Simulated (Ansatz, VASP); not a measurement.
## As in VASP and in Ansatz

The input POSCAR:

```
As
1.0
    4.5664000000      0.0000000000      0.0000000000
   -2.2832000000      3.9546200000      0.0000000000
    0.0000000000      0.0000000000      2.8337400000
As
2
Direct
    0.3333300000      0.6666700000      0.0000000000
    0.6666700000      0.3333300000      0.0000000000
```

File INCAR.step1:

```
  ALGO = Normal
  EDIFF = 1E-5
  ENCUT = 520
  GGA = PE
  ISIF = 2
  ISMEAR = -1
  LASPH = T
  LREAL = F
  LWAVE = T
  NBANDS = 12
  NELM = 60
  PREC = Accurate
  SIGMA = 0.05
```

INCAR.step2

```
  AEXX = 0.25
  ALGO = Normal
  EDIFF = 1E-7
  ENCUT = 520
  GGA = PE
  HFSCREEN = 0.2
  ISIF = 2
  ISMEAR = -1
  ISTART = 1
  LASPH = T
  LCHARG = T
  LELF = T
  LHFCALC = T
  LREAL = F
  LVHAR = T
  LWAVE = F
  NBANDS = 12
  NELM = 60
  PREC = Accurate
  PRECFOCK = Normal
  SIGMA = 0.05
```

KPOINTS

```
k-points
0
Gamma
  4 4 5
```

File input:

```
crystal:
  lattice:
    - [4.5664, 0.0, 0.0]
    - [-2.2832, 3.95462, 0.0]
    - [0.0, 0.0, 2.83374]
  atoms:
    - { symbol: As, position: [0.33333, 0.66667, 0.0] }
    - { symbol: As, position: [0.66667, 0.33333, 0.0] }
hamiltonian:
  xc: { exchange: pbe, correlation: pbe, exx: { coeff: 0.25, omega: 0.2 } }
  pseudopotentials: { kind: paw }
kpoints:
  mp_grid: { grid: [4, 4, 5] }
scf:
  occupations: { method: fermi_dirac, width: 0.05 }
output:
  forces: true
  stress: true
  eigenvalues: true
  write_density: true
  write_potential: true
  elf: true
  volumetric_format: npy
```

Alike in both runs: task single point; functional PBE-based screened hybrid; k mesh 4 × 4 × 5; occupations fermi-dirac, width 0.05 eV; no spin polarisation.

```csv
,VASP,Ansatz
version,VASP 6.6.1,Ansatz 0.2.0
potentials or method,"VASP PAW PBE potentials, release 64 (As)",Ansatz PAW
plane-wave cutoff (eV),520,420
valence electrons in the cell,10,30
```

```csv
,VASP,Ansatz,Ansatz less VASP
gap on the k mesh at the Fermi level (eV),none,none,-
pressure (GPa),-3.1,-2.8,+0.31
"traceless stress, the component that is largest in VASP (GPa)",5.79,5.83,+0.046
```

VASP's potentials were made for PBE, not for PBE-based screened hybrid. A gap of «none» marks a metal or a gap that the smearing closes. VASP's potentials hold 10 valence electrons a cell and Ansatz's 30, so a difference there can come from the potentials and not from the codes.

The k mesh is coarse, so the values compare programs but aren't converged.
